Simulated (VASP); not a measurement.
# Ru (Fm-3m) in VASP: single point with PBE

Aim: the single point of Ru with PBE.

Everything below comes from runs of VASP 6.6.1. Logs are shortened: lines on timing, memory, paths and dates and some standing lists are left out, and cuts for length are marked.

## Step 1: The cell of the first run

The structure is cubic, space group Fm-3m (No. 225). The conventional cell has a = 3.780 Å, b = 3.780 Å, c = 3.780 Å, α = 90.00°, β = 90.00°, γ = 90.00°. Within 3.5 Å of Ru (site symmetry m-3m) lie 12 Ru at 2.67 Å.

## Step 2: Single point, PBE

INCAR reads:

```
SYSTEM = Ru
ALGO = Normal
EDIFF = 1E-7
ENCUT = 520
GGA = PE
ISIF = 2
ISMEAR = 0
LASPH = .TRUE.
LCHARG = .TRUE.
LELF = .TRUE.
LREAL = .FALSE.
LVHAR = .TRUE.
LWAVE = .FALSE.
NBANDS = 13
NELM = 80
PREC = Accurate
SIGMA = 0.05
```

KPOINTS reads:

```
k-points
0
G
  18 18 18
  0 0 0
```

POSCAR reads:

```
Ru
1.0
    0.0000000000      1.8899002402      1.8899002402
    1.8899002402      0.0000000000      1.8899002402
    1.8899002402      1.8899002402      0.0000000000
Ru
1
Direct
    0.0000000000      0.0000000000      0.0000000000
```

Potentials or basis: VASP PAW PBE potentials, release 64 (Ru_pv).

Started as:

```sh
> cat potpaw_PBE.64/Ru_pv/POTCAR > POTCAR
> mpirun -np 1 vasp_std > vasp.out
```

OUTCAR:

```text
SYSTEM = Ru
   EDIFF = 1E-7
   ENCUT = 520
   GGA = PE
   ISIF = 2
   ISMEAR = 0
   LASPH = .TRUE.
   LREAL = .FALSE.
   NELM = 80
   PREC = Accurate

 ion  position               nearest neighbor table
   1  0.000  0.000  0.000-

  LATTYP: Found a face centered cubic cell.
 ALAT       =     3.7798004804

  Lattice vectors:

 A1 = (   0.0000000000,   1.8899002402,   1.8899002402)
 A2 = (   1.8899002402,   0.0000000000,   1.8899002402)
 A3 = (   1.8899002402,   1.8899002402,   0.0000000000)

Analysis of symmetry for initial positions (statically):
=====================================================================
 Subroutine PRICEL returns:
 Original cell was already a primitive cell.

 Routine SETGRP: Setting up the symmetry group for a
 face centered cubic supercell.

 Subroutine GETGRP returns: Found 48 space group operations
 (whereof 48 operations were pure point group operations)
 out of a pool of 48 trial point group operations.

The static configuration has the point symmetry O_h .

Analysis of symmetry for dynamics (positions and initial velocities):
=====================================================================
 Subroutine PRICEL returns:
 Original cell was already a primitive cell.

 Routine SETGRP: Setting up the symmetry group for a
 face centered cubic supercell.

 Subroutine GETGRP returns: Found 48 space group operations
 (whereof 48 operations were pure point group operations)
 out of a pool of 48 trial point group operations.

The dynamic configuration has the point symmetry O_h .

 Subroutine INISYM returns: Found 48 space group operations
 (whereof 48 operations are pure point group operations),
 and found     1 'primitive' translations

----------------------------------------------------------------------------------------

                                     Primitive cell

  volume of cell :      13.5004

  direct lattice vectors                    reciprocal lattice vectors
     0.000000000  1.889900240  1.889900240    -0.264564229  0.264564229  0.264564229
     1.889900240  0.000000000  1.889900240     0.264564229 -0.264564229  0.264564229
     1.889900240  1.889900240  0.000000000     0.264564229  0.264564229 -0.264564229

  length of vectors
     2.672722551  2.672722551  2.672722551     0.458238687  0.458238687  0.458238687

  position of ions in fractional coordinates (direct lattice)
     0.000000000  0.000000000  0.000000000

  ion indices of the primitive-cell ions
   primitive index   ion index
                 1           1

----------------------------------------------------------------------------------------

 KPOINTS: k-points

Automatic generation of k-mesh.
 Grid dimensions read from file:
 generate k-points for:   18   18   18

 Generating k-lattice:

  Cartesian coordinates                     Fractional coordinates (reciprocal lattice)
    -0.014698013  0.014698013  0.014698013     0.055555556  0.000000000  0.000000000
     0.014698013 -0.014698013  0.014698013     0.000000000  0.055555556  0.000000000
     0.014698013  0.014698013 -0.014698013     0.000000000  0.000000000  0.055555556

  Length of vectors
     0.025457705  0.025457705  0.025457705

  Shift w.r.t. Gamma in fractional coordinates (k-lattice)
     0.000000000  0.000000000  0.000000000

 Subroutine IBZKPT returns following result:
 ===========================================

 Found    195 irreducible k-points:

 Following reciprocal coordinates:
            Coordinates               Weight
  0.000000  0.000000  0.000000      1.000000
  0.055556  0.000000  0.000000      8.000000
  0.111111  0.000000  0.000000      8.000000
  0.166667  0.000000  0.000000      8.000000
  0.222222  0.000000  0.000000      8.000000
  0.277778  0.000000  0.000000      8.000000
[... 16 lines left out ...]
 -0.277778  0.055556  0.000000     24.000000
 -0.222222  0.055556  0.000000     24.000000
 [... further k-points ...]
   k-points           NKPTS =    195   k-points in BZ     NKDIM =    195   number of bands    NBANDS=     13
   number of dos      NEDOS =    301   number of ions     NIONS =      1
   total plane-waves  NPLWV =   8000
   dimension x,y,z NGX =    20 NGY =   20 NGZ =   20
   dimension x,y,z NGXF=    40 NGYF=   40 NGZF=   40
   ions per type =               1
   NGX,Y,Z   is equivalent  to a cutoff of  12.44, 12.44, 12.44 a.u.
   NGXF,Y,Z  is equivalent  to a cutoff of  24.88, 24.88, 24.88 a.u.
 SYSTEM =  Ru
   PREC   = accura    normal or accurate (medium, high low for compatibility)
   ISTART =      0    job   : 0-new  1-cont  2-samecut
   ICHARG =      2    charge: 1-file 2-atom 10-const
   ISPIN  =      1    spin polarized calculation?
   LNONCOLLINEAR =      F non collinear calculations
   LSORBIT =      F    spin-orbit coupling
   LASPH  =      T    aspherical Exc in radial PAW
   ENCUT  =  520.0 eV  38.22 Ry    6.18 a.u.   4.97  4.97  4.97*2*pi/ulx,y,z
   NELM   =     80;   NELMIN=  2; NELMDL= -5     # of ELM steps
   EDIFF  = 0.1E-06   stopping-criterion for ELM
   LREAL  =      F    real-space projection
   EDIFFG = 0.1E-05   stopping-criterion for IOM
   NSW    =      0    number of steps for IOM
   IBRION =     -1    ionic relax: 0-MD 1-quasi-New 2-CG
   NFREE  =      0    steps in history (QN), initial steepest desc. (CG)
   ISIF   =      2    stress and relaxation
   ISYM   =      2    0-nonsym 1-usesym 2-fastsym
   POTIM  = 0.5000    time-step for ionic-motion
   TEBEG  =    0.0;   TEEND  =   0.0 temperature during run
   PSTRESS=    0.0 pullay stress
   NELECT =      14.0000    total number of electrons
   NUPDOWN=      -1.0000    fix difference up-down
   EMIN   =  10.00;   EMAX   =-10.00  energy-range for DOS
   EFERMI =   0.00;   METHOD = LEGACY
   ISMEAR =     0;   SIGMA  =   0.05  broadening in eV -4-tet -1-fermi 0-gaus
   EFERMI_NEDOS =   21; number of points for ismear=-14 and -15
   IALGO  =     38    algorithm
   IMIX   =      4    mixing-type and parameters
     AMIX     =   0.40;   BMIX     =  1.00
     AMIX_MAG =   1.60;   BMIX_MAG =  1.00
  volume/ion in A,a.u.               =      13.50        91.11
  Fermi-wavevector in a.u.,A,eV,Ry     =   1.657049  3.131368 37.359023  2.745811
  Thomas-Fermi vector in A             =   2.744869
   LORBIT       =      0    0 simple, 1 ext, 2 COOP (PROOUT), +10 PAW based schemes
   GGA     = PE    functional components
   LHFCALC =     F    Hartree Fock is set to
   AEXX    =    0.0000 exact exchange contribution
   IVDW    =     0    specifies the selected vdW correction
   LEPSILON=     F    determine dielectric tensor
   LRPA    =     F    only Hartree local field effects (RPA)
 non-spin polarized calculation
 Gauss-broadening in eV      SIGMA  =   0.05
  energy-cutoff  :      520.00
  volume of cell :       13.50
 maximum number of plane-waves:       375
   NGX =  9   NGY =  9   NGZ =  9

 number of electron      14.0000006 magnetization

 Free energy of the ion-electron system (eV)
  ---------------------------------------------------
  ext. energy  EPLUGINS =         0.00000000
  ---------------------------------------------------
  free energy    TOTEN  =        -9.11611131 eV

  energy without entropy =       -9.11486005  energy(sigma->0) =       -9.11548568

 E-fermi :  12.8043     XC(G=0): -14.1528

 val. band max:       12.8032529111   @ k =   0.1111   0.0556   0.0000
 cond. band min:      12.8047334216   @ k =   0.3333   0.2778   0.0000
 fundamental gap:      0.0014805105
 Fermi energy:        12.8043437218

 k-point     1 :       0.0000    0.0000    0.0000
  band No.  band energies     occupation
      1     -29.5656      2.00000
      2     -29.5656      2.00000
      3     -29.5656      2.00000
      4       4.9198      2.00000
      5      10.2595      2.00000
      6      10.2595      2.00000
      7      10.2595      2.00000
      8      12.7309      1.96211
      9      12.7309      1.96211
     10      23.3988      0.00000
     11      27.9128      0.00000
     12      33.6865      0.00000
     13      33.6865      0.00000

 k-point     2 :       0.0556    0.0000    0.0000
  band No.  band energies     occupation
      1     -29.6002      2.00000
      2     -29.5701      2.00000
      3     -29.5701      2.00000
      4       5.0531      2.00000
      5      10.1889      2.00000
      6      10.3159      2.00000
      7      10.3159      2.00000
      8      12.6942      1.99817
      9      12.6942      1.99817
     10      23.3989      0.00000
     11      28.1381      0.00000
     12      33.0270      0.00000
     13      33.9041      0.00000

 k-point     3 :       0.1111    0.0000    0.0000
  band No.  band energies     occupation
      1     -29.6990      2.00000
      2     -29.5830      2.00000
      3     -29.5830      2.00000
      4       5.4334      2.00000
      5      10.0125      2.00000
      6      10.4632      2.00000
      7      10.4632      2.00000
      8      12.6135      2.00000
      9      12.6135      2.00000
     10      23.3988      0.00000
     11      28.7546      0.00000
     12      31.6702      0.00000
     13      34.5386      0.00000
[... 305 lines left out ...]
 k-point    23 :      -0.2778    0.0556    0.0000
  band No.  band energies     occupation
      1     -30.2767      2.00000
      2     -29.6975      2.00000
      3     -29.6494      2.00000
      4       7.0621      2.00000
      5      10.3374      2.00000
      6      10.5752      2.00000
      7      10.6263      2.00000
      8      12.9116      0.00242
      9      13.8085      0.00000
     10      23.3985      0.00000
     11      27.0847      0.00000
     12      29.9870      0.00000
     13      36.1260      0.00000

 k-point    24 :      -0.2222    0.0556    0.0000
  band No.  band energies     occupation
      1     -30.0955      2.00000
      2     -29.6713      2.00000
      3     -29.6235      2.00000
      4       6.8248      2.00000
      5       9.7939      2.00000
      6      10.6872      2.00000
      7      10.7588      2.00000
      8      12.4627      2.00000
      9      13.2836      0.00000
     10      23.3987      0.00000
     11      28.4141      0.00000
     12      30.4439      0.00000
     13      36.0370      0.00000

 [... further k-points ...]
[... 5 lines left out ...]
  --------------------------------------------------------------------------------------
  -------------------------------------------------------------------------------------
  Total        0.6475100      0.6475100      0.6475100      0.0000000     -0.0000000     -0.0000000
  in kB       76.8440812     76.8440812     76.8440812      0.0000000     -0.0000000     -0.0000000
  external PRESSURE =      76.8440812 kB  Pullay stress =       0.0000000 kB

 VOLUME and BASIS-vectors are now :
 -----------------------------------------------------------------------------
  energy-cutoff  :      520.00
  volume of cell :       13.50
      direct lattice vectors                 reciprocal lattice vectors
     0.000000000  1.889900240  1.889900240    -0.264564229  0.264564229  0.264564229
     1.889900240  0.000000000  1.889900240     0.264564229 -0.264564229  0.264564229
     1.889900240  1.889900240  0.000000000     0.264564229  0.264564229 -0.264564229

 POSITION                                       TOTAL-FORCE (eV/Angst)
 -----------------------------------------------------------------------------------
      0.00000      0.00000      0.00000         0.000000      0.000000     -0.000000
 -----------------------------------------------------------------------------------
    total drift:                                0.000000     -0.000000      0.000000

  FREE ENERGIE OF THE ION-ELECTRON SYSTEM (eV)
  ---------------------------------------------------
  free  energy   TOTEN  =        -9.1161113140 eV

  energy  without entropy=       -9.1148600477  energy(sigma->0) =       -9.11548568
```

It took 19 s on 1 thread of Intel Xeon 6975P-C, shared host; peak memory 0.15 GiB.

Results:

```
Free energy            : -9.1161 eV
Pressure               : 7.7 GPa
Band gap on the k mesh : zero (band 7 reaches 15.14 eV, above the bottom of band 8 at 11.67 eV)
```

Levels at points of the mesh, in eV from the Fermi level:
```
           k point  band 3  band 4  band 5  band 6  band 7  band 8  band 9  band 10  band 11  band 12
(0.00, 0.00, 0.00)  -42.37   -7.88   -2.54   -2.54   -2.54   -0.07   -0.07    10.59    15.11    20.88
(0.50, 0.00, 0.00)  -42.52   -6.06   -2.67   -2.67    1.09    1.82    1.82    10.22    10.60    14.71
(0.50, 0.50, 0.00)  -42.76   -6.39   -5.90    1.77    2.34    2.34    3.75    10.59    13.57    13.57
```
